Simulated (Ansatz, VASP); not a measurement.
Zn: VASP beside Ansatz

```
Zn
1.0
    -1.56904    1.56904    1.56904
     1.56904   -1.56904    1.56904
     1.56904    1.56904   -1.56904
Zn
1
Cartesian
  0.0000 0.0000 0.0000
```

Alike in both runs: task relaxation of cell and atoms; functional PBE; k mesh 12 × 12 × 12; occupations fermi-dirac, width 0.05 eV; no spin polarisation.

```csv
,VASP,Ansatz
version,VASP 6.6.1,Ansatz 0.2.0
potentials or method,"VASP PAW PBE potentials, release 64 (Zn)",Ansatz PAW
plane-wave cutoff (eV),600,420
valence electrons in the cell,12,12
```

```tsv
	VASP	Ansatz	Ansatz less VASP
gap on the k mesh at the Fermi level, each at its own relaxed structure (eV)	none	none	-
relaxed volume (Å³/atom)	15.43	15.36	-0.062
relaxed cell length with the largest relative difference (Å)	2.716	2.712	-0.0036
```

A gap of «none» marks a metal or a gap that the smearing closes.

Noted on Ansatz's run: the plane-wave basis is chosen anew once the cell has moved, so the energies of steps on either side of that aren't comparable.
